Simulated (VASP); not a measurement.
# WSe2 in VASP: single point with PBE

Aim: the single point of WSe2 with PBE.

Program: VASP 6.6.1. These are calculated values, not measurements. Logs are shortened: lines on timing, memory, paths and dates and some standing lists are left out, and cuts for length are marked.

### Step 1. The cell of the first run

The cell holds a slab with vacuum, 6 atoms: a = 3.320 Å, b = 3.320 Å, c = 35.011 Å, α = 90.00°, β = 90.00°, γ = 120.00°.

### Step 2. Single point, PBE

Input file INCAR:

```
SYSTEM = WSe2
  PREC = Accurate
  ENCUT = 520
  EDIFF = 1E-7
  ISMEAR = 0
  SIGMA = 0.05
  LREAL = .False.
  LASPH = .True.
  NELM = 100
  ALGO = Normal
  ISIF = 2
  LWAVE = .False.
  LCHARG = .False.
  LDIPOL = .True.
  IDIPOL = 3
  DIPOL = 0.5 0.5 0.500
  GGA = PE
  NBANDS = 35
```

Input file KPOINTS:

```
Automatic mesh
0
Gamma
  9 9 1
  0 0 0
```

Input file POSCAR:

```
WSe2
1.0
    3.3200828448      0.0000000000      0.0000000000
   -1.6600414224      2.8752760862      0.0000000000
    0.0000000000      0.0000000000     35.0109235382
Se W
4 2
Direct
    0.3333333333      0.6666666667      0.2142188563
    0.3333333333      0.6666666667      0.3100942827
    0.3333333333      0.6666666667      0.6899057173
    0.3333333333      0.6666666667      0.7857811437
    0.0000000000      0.0000000000      0.2621565695
    0.0000000000      0.0000000000      0.7378434305
```

Potentials or basis: VASP PAW PBE potentials, release 64 (Se, W_sv).

Run with:

```sh
cat potpaw_PBE.64/Se/POTCAR potpaw_PBE.64/W_sv/POTCAR > POTCAR
mpirun -np 1 vasp_std > vasp.out
```

OUTCAR:

```text
SYSTEM = WSe2
   PREC = Accurate
   ENCUT = 520
   EDIFF = 1E-7
   ISMEAR = 0
   LREAL = .False.
   LASPH = .True.
   NELM = 100
   ISIF = 2
   GGA = PE

 ion  position               nearest neighbor table
   1  0.333  0.667  0.214-   5 2.55   5 2.55   5 2.55
   2  0.333  0.667  0.310-   5 2.55   5 2.55   5 2.55
   3  0.333  0.667  0.690-   6 2.55   6 2.55   6 2.55
   4  0.333  0.667  0.786-   6 2.55   6 2.55   6 2.55
   5  0.000  0.000  0.262-   1 2.55   2 2.55   1 2.55   2 2.55   1 2.55   2 2.55
   6  0.000  0.000  0.738-   3 2.55   4 2.55   3 2.55   4 2.55   3 2.55   4 2.55

  LATTYP: Found a hexagonal cell.
 ALAT       =     3.3200828448
 C/A-ratio  =    10.5451957601

  Lattice vectors:

 A1 = (   3.3200828448,   0.0000000000,   0.0000000000)
 A2 = (  -1.6600414224,   2.8752760862,   0.0000000000)
 A3 = (   0.0000000000,   0.0000000000,  35.0109235382)

Analysis of symmetry for initial positions (statically):
=====================================================================
 Subroutine PRICEL returns:
 Original cell was already a primitive cell.

 Routine SETGRP: Setting up the symmetry group for a
 hexagonal supercell.

 Subroutine GETGRP returns: Found 12 space group operations
 (whereof 12 operations were pure point group operations)
 out of a pool of 24 trial point group operations.

The static configuration has the point symmetry D_3h.

Analysis of symmetry for dynamics (positions and initial velocities):
=====================================================================
 Subroutine PRICEL returns:
 Original cell was already a primitive cell.

 Routine SETGRP: Setting up the symmetry group for a
 hexagonal supercell.

 Subroutine GETGRP returns: Found 12 space group operations
 (whereof 12 operations were pure point group operations)
 out of a pool of 24 trial point group operations.

The dynamic configuration has the point symmetry D_3h.

 Subroutine INISYM returns: Found 12 space group operations
 (whereof 12 operations are pure point group operations),
 and found     1 'primitive' translations

----------------------------------------------------------------------------------------

                                     Primitive cell

  volume of cell :     334.2197

  direct lattice vectors                    reciprocal lattice vectors
     3.320082845  0.000000000  0.000000000     0.301197303  0.173896344  0.000000000
    -1.660041422  2.875276086  0.000000000     0.000000000  0.347792688  0.000000000
     0.000000000  0.000000000 35.010923538     0.000000000  0.000000000  0.028562514

  length of vectors
     3.320082845  3.320082845 35.010923538     0.347792688  0.347792688  0.028562514

  position of ions in fractional coordinates (direct lattice)
     0.333333333  0.666666667  0.214218856
     0.333333333  0.666666667  0.310094283
     0.333333333  0.666666667  0.689905717
     0.333333333  0.666666667  0.785781144
     0.000000000  0.000000000  0.262156570
     0.000000000  0.000000000  0.737843430

  ion indices of the primitive-cell ions
   primitive index   ion index
                 1           1
                 2           2
                 3           3
                 4           4
                 5           5
                 6           6

----------------------------------------------------------------------------------------

 KPOINTS: Automatic mesh

Automatic generation of k-mesh.
 Grid dimensions read from file:
 generate k-points for:    9    9    1

 Generating k-lattice:

  Cartesian coordinates                     Fractional coordinates (reciprocal lattice)
     0.033466367  0.019321816  0.000000000     0.111111111  0.000000000  0.000000000
     0.000000000  0.038643632  0.000000000     0.000000000  0.111111111  0.000000000
     0.000000000  0.000000000  0.028562514     0.000000000  0.000000000  1.000000000

  Length of vectors
     0.038643632  0.038643632  0.028562514

  Shift w.r.t. Gamma in fractional coordinates (k-lattice)
     0.000000000  0.000000000  0.000000000

 Subroutine IBZKPT returns following result:
 ===========================================

 Found     12 irreducible k-points:

 Following reciprocal coordinates:
            Coordinates               Weight
  0.000000  0.000000  0.000000      1.000000
  0.111111  0.000000  0.000000      6.000000
  0.222222  0.000000  0.000000      6.000000
  0.333333  0.000000  0.000000      6.000000
  0.444444  0.000000  0.000000      6.000000
  0.111111  0.111111  0.000000      6.000000
  0.222222  0.111111  0.000000     12.000000
  0.333333  0.111111  0.000000     12.000000
  0.444444  0.111111  0.000000      6.000000
  0.222222  0.222222  0.000000      6.000000
  0.333333  0.222222  0.000000     12.000000
  0.333333  0.333333  0.000000      2.000000
   k-points           NKPTS =     12   k-points in BZ     NKDIM =     12   number of bands    NBANDS=     35
   number of dos      NEDOS =    301   number of ions     NIONS =      6
   total plane-waves  NPLWV = 211680
   dimension x,y,z NGX =    28 NGY =   28 NGZ =  270
   dimension x,y,z NGXF=    56 NGYF=   56 NGZF=  540
   ions per type =               4   2
   NGX,Y,Z   is equivalent  to a cutoff of  14.02, 14.02, 12.82 a.u.
   NGXF,Y,Z  is equivalent  to a cutoff of  28.04, 28.04, 25.64 a.u.
 SYSTEM =  WSe2
   PREC   = accura    normal or accurate (medium, high low for compatibility)
   ISTART =      0    job   : 0-new  1-cont  2-samecut
   ICHARG =      2    charge: 1-file 2-atom 10-const
   ISPIN  =      1    spin polarized calculation?
   LNONCOLLINEAR =      F non collinear calculations
   LSORBIT =      F    spin-orbit coupling
   LASPH  =      T    aspherical Exc in radial PAW
   ENCUT  =  520.0 eV  38.22 Ry    6.18 a.u.   6.17  6.17 65.10*2*pi/ulx,y,z
   NELM   =    100;   NELMIN=  2; NELMDL= -5     # of ELM steps
   EDIFF  = 0.1E-06   stopping-criterion for ELM
   LREAL  =      F    real-space projection
   EDIFFG = 0.1E-05   stopping-criterion for IOM
   NSW    =      0    number of steps for IOM
   IBRION =     -1    ionic relax: 0-MD 1-quasi-New 2-CG
   NFREE  =      0    steps in history (QN), initial steepest desc. (CG)
   ISIF   =      2    stress and relaxation
   ISYM   =      2    0-nonsym 1-usesym 2-fastsym
   POTIM  = 0.5000    time-step for ionic-motion
   TEBEG  =    0.0;   TEEND  =   0.0 temperature during run
   PSTRESS=    0.0 pullay stress
   NELECT =      52.0000    total number of electrons
   NUPDOWN=      -1.0000    fix difference up-down
   EMIN   =  10.00;   EMAX   =-10.00  energy-range for DOS
   EFERMI =   0.00;   METHOD = LEGACY
   ISMEAR =     0;   SIGMA  =   0.05  broadening in eV -4-tet -1-fermi 0-gaus
   EFERMI_NEDOS =   21; number of points for ismear=-14 and -15
   IALGO  =     38    algorithm
   IMIX   =      4    mixing-type and parameters
     AMIX     =   0.40;   BMIX     =  1.00
     AMIX_MAG =   1.60;   BMIX_MAG =  1.00
  volume/ion in A,a.u.               =      55.70       375.90
  Fermi-wavevector in a.u.,A,eV,Ry     =   0.880505  1.663914 10.548453  0.775289
  Thomas-Fermi vector in A             =   2.000875
   LORBIT       =      0    0 simple, 1 ext, 2 COOP (PROOUT), +10 PAW based schemes
   GGA     = PE    functional components
   LHFCALC =     F    Hartree Fock is set to
   AEXX    =    0.0000 exact exchange contribution
   IVDW    =     0    specifies the selected vdW correction
   LEPSILON=     F    determine dielectric tensor
   LRPA    =     F    only Hartree local field effects (RPA)
 non-spin polarized calculation
 Gauss-broadening in eV      SIGMA  =   0.05
  energy-cutoff  :      520.00
  volume of cell :      334.22
 maximum number of plane-waves:      9035
 NGX is ok and might be reduce to    28
   NGX = 13   NGY = 13   NGZ =131

 number of electron      51.9999996 magnetization

 dipolmoment           0.000000      0.000000      0.000000 electrons x Angstroem

 Free energy of the ion-electron system (eV)
  ---------------------------------------------------
  ext. energy  EPLUGINS =         0.00000000
  ---------------------------------------------------
  free energy    TOTEN  =       -43.24621220 eV

  energy without entropy =      -43.24621220  energy(sigma->0) =      -43.24621220

 E-fermi :  -0.8057     XC(G=0):  -4.5483

 val. band max:       -1.0691673047   @ k =   0.3333   0.3333   0.0000
 cond. band min:       0.4784770425   @ k =   0.3333   0.3333   0.0000
 fundamental gap:      1.5476443472
 Fermi energy:        -0.8056619199

 k-point     1 :       0.0000    0.0000    0.0000
  band No.  band energies     occupation
      1     -75.1509      2.00000
      2     -75.1509      2.00000
      3     -39.3704      2.00000
      4     -39.3704      2.00000
      5     -39.2680      2.00000
      6     -39.2680      2.00000
[... 27 lines left out ...]
     34       1.9982      0.00000
     35       3.1246      0.00000

 k-point     2 :       0.1111    0.0000    0.0000
  band No.  band energies     occupation
      1     -75.1499      2.00000
      2     -75.1499      2.00000
      3     -39.3657      2.00000
      4     -39.3657      2.00000
      5     -39.2927      2.00000
      6     -39.2927      2.00000
[... 27 lines left out ...]
     34       2.1274      0.00000
     35       3.6124      0.00000

 k-point     3 :       0.2222    0.0000    0.0000
  band No.  band energies     occupation
      1     -75.1473      2.00000
      2     -75.1472      2.00000
      3     -39.3547      2.00000
      4     -39.3547      2.00000
      5     -39.3539      2.00000
      6     -39.3539      2.00000
[... 27 lines left out ...]
     34       2.6824      0.00000
     35       4.2664      0.00000
[... 267 lines left out ...]
 k-point    11 :       0.3333    0.2222    0.0000
  band No.  band energies     occupation
      1     -75.1414      2.00000
      2     -75.1414      2.00000
      3     -39.4447      2.00000
      4     -39.4447      2.00000
      5     -39.3660      2.00000
      6     -39.3660      2.00000
[... 27 lines left out ...]
     34       3.4700      0.00000
     35       4.4490      0.00000

 k-point    12 :       0.3333    0.3333    0.0000
  band No.  band energies     occupation
      1     -75.1409      2.00000
      2     -75.1409      2.00000
      3     -39.4236      2.00000
      4     -39.4236      2.00000
      5     -39.4022      2.00000
      6     -39.4022      2.00000
[... 27 lines left out ...]
     34       3.7759      0.00000
     35       4.6826      0.00000

------------------------ aborting loop because EDIFF is reached ----------------------------------------

 vacuum level on the upper side and lower side of the slab       (xc-potential included)        -0.054        -0.054

  FORCE on cell =-STRESS in cart. coord.  units (eV):
  Direction    XX          YY          ZZ          XY          YZ          ZX
  --------------------------------------------------------------------------------------
  -------------------------------------------------------------------------------------
  Total        0.1967799      0.1967799      0.2734679      0.0000000      0.0000000      0.0000000
  in kB        0.9433204      0.9433204      1.3109462      0.0000000      0.0000000      0.0000000
  external PRESSURE =       1.0658623 kB  Pullay stress =       0.0000000 kB

 VOLUME and BASIS-vectors are now :
 -----------------------------------------------------------------------------
  energy-cutoff  :      520.00
  volume of cell :      334.22
      direct lattice vectors                 reciprocal lattice vectors
     3.320082845  0.000000000  0.000000000     0.301197303  0.173896344  0.000000000
    -1.660041422  2.875276086  0.000000000     0.000000000  0.347792688  0.000000000
     0.000000000  0.000000000 35.010923538     0.000000000  0.000000000  0.028562514

 POSITION                                       TOTAL-FORCE (eV/Angst)
 -----------------------------------------------------------------------------------
     -0.00000      1.91685      7.50000         0.000000     -0.000000     -0.044053
     -0.00000      1.91685     10.85669        -0.000000      0.000000      0.044022
     -0.00000      1.91685     24.15424        -0.000000     -0.000000     -0.044022
     -0.00000      1.91685     27.51092         0.000000      0.000000      0.044053
      0.00000      0.00000      9.17834         0.000000     -0.000000      0.000164
      0.00000      0.00000     25.83258         0.000000     -0.000000     -0.000164
 -----------------------------------------------------------------------------------
    total drift:                                0.000000     -0.000000     -0.000000

  FREE ENERGIE OF THE ION-ELECTRON SYSTEM (eV)
  ---------------------------------------------------
  free  energy   TOTEN  =       -43.2462121955 eV

  energy  without entropy=      -43.2462121955  energy(sigma->0) =      -43.24621220

 vacuum level on the upper side and lower side of the slab         4.008         4.008
```

Wall time 2.6 min (1 thread of Intel Xeon 6975P-C (Granite Rapids), shared host); peak memory 0.53 GiB.

What came out:

* Free energy: -43.2462 eV
* Largest force: 0.044 eV/Å
* Band gap on the k mesh: 1.55 eV, direct

Forces on the atoms (eV/Å):
```
Se   0.000  0.000 -0.044
Se   0.000  0.000  0.044
Se   0.000  0.000 -0.044
Se   0.000  0.000  0.044
W    0.000  0.000  0.000
W    0.000  0.000  0.000
```

Levels at points of the mesh, in eV from the valence-band top:
```tsv
k point	band 24	band 25	band 26	band 27	band 28	band 29
(0.00, 0.00, 0.00)	-1.23	-0.32	-0.32	2.90	2.90	2.90
```

Caveat: spin-orbit coupling is left out, which moves the levels of the heavy elements.
